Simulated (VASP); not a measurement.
# BAs in VASP: notebook

The runs below take BAs through electric field gradients, with LDA.

Everything below comes from runs of VASP 6.6.1. Logs are shortened: lines on timing, memory, paths and dates and some standing lists are left out, and cuts for length are marked.

### Step 1. The cell of the first run

Symmetry: I-4m2, No. 119, tetragonal system. The conventional cell has a = 3.358 Å, b = 3.358 Å, c = 4.964 Å, α = 90.00°, β = 90.00°, γ = 90.00°. B (site symmetry -4m2) has 4 As at 2.09 Å within 2.8 Å. As (site symmetry -4m2) has 4 B at 2.09 Å within 2.8 Å.

### Step 2. Electric field gradients, LDA (z stretched by +3 % at fixed volume)

INCAR reads:

```
SYSTEM = BAs
PREC     = Accurate       ! precision mode
ENCUT    = 520            ! plane-wave cutoff, eV
EDIFF    = 1E-8           ! SCF threshold, eV
ISMEAR   = -1             ! smearing method
SIGMA    = 0.01           ! smearing width, eV
LREAL    = .FALSE.        ! projectors in reciprocal space
LASPH    = .TRUE.         ! aspherical terms in the spheres
NELM     = 60             ! most SCF steps
ALGO     = Normal         ! electronic algorithm
ISIF     = 2              ! what is computed and relaxed
LWAVE    = .FALSE.        ! write WAVECAR
LCHARG   = .FALSE.        ! write CHGCAR
GGA      = CA             ! functional
LEFG     = .TRUE.       
NBANDS   = 11             ! bands
```

KPOINTS reads:

```
Automatic mesh
0
G
  11 11 11
  0 0 0
```

POSCAR reads:

```
BAs
1.0
    0.0000000000      2.3742760326      2.4819158100
    2.3742760326      0.0000000000      2.4819158100
    2.3742760326      2.3742760326      0.0000000000
B As
1 1
Direct
    0.7500000000      0.7500000000      0.7500000000
    0.0000000000      0.0000000000      0.0000000000
```

Potentials or basis: VASP PAW LDA potentials, release 64 (B, As).

On the command line:

```bash
$ cat potpaw_LDA.64/B/POTCAR potpaw_LDA.64/As/POTCAR > POTCAR
$ mpirun -np 1 vasp_std > vasp.out
```

OUTCAR:

```text
SYSTEM = BAs
   PREC = Accurate
   ENCUT = 520
   EDIFF = 1E-8
   ISMEAR = -1
   LREAL = .FALSE.
   LASPH = .TRUE.
   NELM = 60
   ISIF = 2
   GGA = CA

 ion  position               nearest neighbor table
   1  0.750  0.750  0.750-   2 2.09   2 2.09   2 2.09   2 2.09
   2  0.000  0.000  0.000-   1 2.09   1 2.09   1 2.09   1 2.09

  LATTYP: Found a body centered tetragonal cell.
 ALAT       =     3.3577333661
 C/A-ratio  =     1.4783281097

  Lattice vectors:

 A1 = (  -2.3742760326,   0.0000000000,   2.4819158100)
 A2 = (   2.3742760326,   0.0000000000,   2.4819158100)
 A3 = (   0.0000000000,   2.3742760326,  -2.4819158100)

Analysis of symmetry for initial positions (statically):
=====================================================================
 Subroutine PRICEL returns:
 Original cell was already a primitive cell.

 Routine SETGRP: Setting up the symmetry group for a
 body centered tetragonal supercell.

 Subroutine GETGRP returns: Found  8 space group operations
 (whereof  8 operations were pure point group operations)
 out of a pool of 16 trial point group operations.

The static configuration has the point symmetry D_2d.

Analysis of symmetry for dynamics (positions and initial velocities):
=====================================================================
 Subroutine PRICEL returns:
 Original cell was already a primitive cell.

 Routine SETGRP: Setting up the symmetry group for a
 body centered tetragonal supercell.

 Subroutine GETGRP returns: Found  8 space group operations
 (whereof  8 operations were pure point group operations)
 out of a pool of 16 trial point group operations.

The dynamic configuration has the point symmetry D_2d.

 Subroutine INISYM returns: Found  8 space group operations
 (whereof  8 operations are pure point group operations),
 and found     1 'primitive' translations

----------------------------------------------------------------------------------------

                                     Primitive cell

  volume of cell :      27.9820

  direct lattice vectors                    reciprocal lattice vectors
     0.000000000  2.374276033  2.481915810    -0.210590510  0.210590510  0.201457277
     2.374276033  0.000000000  2.481915810     0.210590510 -0.210590510  0.201457277
     2.374276033  2.374276033  0.000000000     0.210590510  0.210590510 -0.201457277

  length of vectors
     3.434689617  3.434689617  3.357733366     0.359557728  0.359557728  0.359557728

  position of ions in fractional coordinates (direct lattice)
     0.750000000  0.750000000  0.750000000
     0.000000000  0.000000000  0.000000000

  ion indices of the primitive-cell ions
   primitive index   ion index
                 1           1
                 2           2

----------------------------------------------------------------------------------------

 KPOINTS: Automatic mesh

Automatic generation of k-mesh.
 Grid dimensions read from file:
 generate k-points for:   11   11   11

 Generating k-lattice:

  Cartesian coordinates                     Fractional coordinates (reciprocal lattice)
    -0.019144592  0.019144592  0.018314298     0.090909091 -0.000000000  0.000000000
     0.019144592 -0.019144592  0.018314298    -0.000000000  0.090909091  0.000000000
     0.019144592  0.019144592 -0.018314298     0.000000000  0.000000000  0.090909091

  Length of vectors
     0.032687066  0.032687066  0.032687066

  Shift w.r.t. Gamma in fractional coordinates (k-lattice)
     0.000000000  0.000000000  0.000000000

 Subroutine IBZKPT returns following result:
 ===========================================

 Found    126 irreducible k-points:

 Following reciprocal coordinates:
            Coordinates               Weight
  0.000000  0.000000  0.000000      1.000000
  0.090909 -0.000000  0.000000      8.000000
  0.181818 -0.000000  0.000000      8.000000
  0.272727  0.000000  0.000000      8.000000
  0.363636  0.000000  0.000000      8.000000
  0.454545  0.000000  0.000000      8.000000
[... 16 lines left out ...]
 -0.272727  0.181818  0.000000      8.000000
 -0.181818  0.181818  0.000000      4.000000
 [... further k-points ...]
   k-points           NKPTS =    126   k-points in BZ     NKDIM =    126   number of bands    NBANDS=     11
   number of dos      NEDOS =    301   number of ions     NIONS =      2
   total plane-waves  NPLWV =  21952
   dimension x,y,z NGX =    28 NGY =   28 NGZ =   28
   dimension x,y,z NGXF=    56 NGYF=   56 NGZF=   56
   ions per type =               1   1
   NGX,Y,Z   is equivalent  to a cutoff of  13.55, 13.55, 13.86 a.u.
   NGXF,Y,Z  is equivalent  to a cutoff of  27.11, 27.11, 27.73 a.u.
 SYSTEM =  BAs
   PREC   = accura    normal or accurate (medium, high low for compatibility)
   ISTART =      0    job   : 0-new  1-cont  2-samecut
   ICHARG =      2    charge: 1-file 2-atom 10-const
   ISPIN  =      1    spin polarized calculation?
   LNONCOLLINEAR =      F non collinear calculations
   LSORBIT =      F    spin-orbit coupling
   LASPH  =      T    aspherical Exc in radial PAW
   ENCUT  =  520.0 eV  38.22 Ry    6.18 a.u.   6.39  6.39  6.24*2*pi/ulx,y,z
   NELM   =     60;   NELMIN=  2; NELMDL= -5     # of ELM steps
   EDIFF  = 0.1E-07   stopping-criterion for ELM
   LREAL  =      F    real-space projection
   EDIFFG = 0.1E-06   stopping-criterion for IOM
   NSW    =      0    number of steps for IOM
   IBRION =     -1    ionic relax: 0-MD 1-quasi-New 2-CG
   NFREE  =      0    steps in history (QN), initial steepest desc. (CG)
   ISIF   =      2    stress and relaxation
   ISYM   =      2    0-nonsym 1-usesym 2-fastsym
   POTIM  = 0.5000    time-step for ionic-motion
   TEBEG  =    0.0;   TEEND  =   0.0 temperature during run
   PSTRESS=    0.0 pullay stress
   NELECT =       8.0000    total number of electrons
   NUPDOWN=      -1.0000    fix difference up-down
   EMIN   =  10.00;   EMAX   =-10.00  energy-range for DOS
   EFERMI =   0.00;   METHOD = LEGACY
   ISMEAR =    -1;   SIGMA  =   0.01  broadening in eV -4-tet -1-fermi 0-gaus
   EFERMI_NEDOS =   21; number of points for ismear=-14 and -15
   IALGO  =     38    algorithm
   IMIX   =      4    mixing-type and parameters
     AMIX     =   0.40;   BMIX     =  1.00
     AMIX_MAG =   1.60;   BMIX_MAG =  1.00
  volume/ion in A,a.u.               =      13.99        94.42
  Fermi-wavevector in a.u.,A,eV,Ry     =   1.078479  2.038030 15.825165  1.163117
  Thomas-Fermi vector in A             =   2.214419
   LORBIT       =      0    0 simple, 1 ext, 2 COOP (PROOUT), +10 PAW based schemes
   GGA     = CA    functional components
   LHFCALC =     F    Hartree Fock is set to
   AEXX    =    0.0000 exact exchange contribution
   IVDW    =     0    specifies the selected vdW correction
   LEPSILON=     F    determine dielectric tensor
   LRPA    =     F    only Hartree local field effects (RPA)
 non-spin polarized calculation
  energy-cutoff  :      520.00
  volume of cell :       27.98
 maximum number of plane-waves:       772
 NGX is ok and might be reduce to    28
   NGX = 13   NGY = 13   NGZ = 13

 number of electron       8.0000000 magnetization

 Free energy of the ion-electron system (eV)
  ---------------------------------------------------
  ext. energy  EPLUGINS =         0.00000000
  ---------------------------------------------------
  free energy    TOTEN  =       -12.87523054 eV

  energy without entropy =      -12.87523054  energy(sigma->0) =      -12.87523054

 E-fermi :   6.2725     XC(G=0): -10.6760

 val. band max:        6.0114565494   @ k =   0.0000   0.0000   0.0000
 cond. band min:       6.8595457207   @ k =   0.3636   0.0000   0.3636
 fundamental gap:      0.8480891713
 Fermi energy:         6.2725164481

 k-point     1 :       0.0000    0.0000    0.0000
  band No.  band energies     occupation
      1      -9.2756      2.00000
      2       5.5681      2.00000
      3       6.0115      2.00000
      4       6.0115      2.00000
      5       8.9983      0.00000
      6       8.9983      0.00000
      7       9.2768      0.00000
      8      10.1964      0.00000
      9      15.1008      0.00000
     10      18.1008      0.00000
     11      19.1333      0.00000
[... 309 lines left out ...]
 k-point    24 :      -0.1818    0.1818    0.0000
  band No.  band energies     occupation
      1      -7.8798      2.00000
      2       0.8891      2.00000
      3       2.1287      2.00000
      4       5.0863      2.00000
      5       9.9113      0.00000
      6      10.5295      0.00000
      7      11.1516      0.00000
      8      12.5984      0.00000
      9      15.8658      0.00000
     10      18.0028      0.00000
     11      19.2246      0.00000

 [... further k-points ...]
[... 5 lines left out ...]
  --------------------------------------------------------------------------------------
  -------------------------------------------------------------------------------------
  Total       -0.5708527     -0.5708527     -2.2396219      0.0000000      0.0000000      0.0000000
  in kB      -32.6855057    -32.6855057   -128.2347810      0.0000000      0.0000000      0.0000000
  external PRESSURE =     -64.5352641 kB  Pullay stress =       0.0000000 kB

 VOLUME and BASIS-vectors are now :
 -----------------------------------------------------------------------------
  energy-cutoff  :      520.00
  volume of cell :       27.98
      direct lattice vectors                 reciprocal lattice vectors
     0.000000000  2.374276033  2.481915810    -0.210590510  0.210590510  0.201457277
     2.374276033  0.000000000  2.481915810     0.210590510 -0.210590510  0.201457277
     2.374276033  2.374276033  0.000000000     0.210590510  0.210590510 -0.201457277

 POSITION                                       TOTAL-FORCE (eV/Angst)
 -----------------------------------------------------------------------------------
      3.56141      3.56141      3.72287        -0.000000     -0.000000     -0.000000
      0.00000      0.00000      0.00000         0.000000      0.000000      0.000000
 -----------------------------------------------------------------------------------
    total drift:                               -0.000000     -0.000000     -0.000000

  FREE ENERGIE OF THE ION-ELECTRON SYSTEM (eV)
  ---------------------------------------------------
  free  energy   TOTEN  =       -12.8752305374 eV

  energy  without entropy=      -12.8752305374  energy(sigma->0) =      -12.87523054

 Electric field gradients (V/A^2)
---------------------------------------------------------------------
 ion       V_xx      V_yy      V_zz      V_xy      V_xz      V_yz
---------------------------------------------------------------------
   1      -0.146    -0.146     0.292    -0.000    -0.000    -0.000
   2      -3.295    -3.295     6.590     0.000     0.000     0.000
---------------------------------------------------------------------

 Electric field gradients after diagonalization (V/A^2)
 (convention: |V_zz| > |V_xx| > |V_yy|)
----------------------------------------------------------------------
 ion       V_xx      V_yy      V_zz     asymmetry (V_yy - V_xx)/ V_zz
----------------------------------------------------------------------
   1      -0.146    -0.146     0.292       0.000
   2      -3.295    -3.294     6.590       0.000
----------------------------------------------------------------------

           NMR quadrupolar parameters

 Cq : quadrupolar parameter    Cq=e*Q*V_zz/h
 eta: asymmetry parameters     (V_yy - V_xx)/ V_zz
 Q  : nuclear electric quadrupole moment in mb (millibarn)
----------------------------------------------------------------------
 ion       Cq(MHz)       eta       Q (mb)
----------------------------------------------------------------------
   1       0.001       0.000       1.000
   2       0.016       0.000       1.000
----------------------------------------------------------------------
```

It took 47 s on 1 thread of AMD EPYC 7R43 (Zen 3), shared host; peak memory 0.13 GiB.

What came out:

```yaml
Free_energy: -12.8752 eV
Pressure: -6.5 GPa
Band_gap_on_the_k_mesh: 0.85 eV, indirect (least direct gap 2.99 eV)
```

Electric field gradients, principal values (V/Å²):
```
atom   least  middle  greatest (by size)
 1 B  -0.146  -0.146               0.292
2 As  -3.294  -3.295               6.590
```

Caveat: without QUAD_EFG the Cq values of the log hold for a quadrupole moment of 1 mb, not for the nuclei.

[end of part 1 of 2]
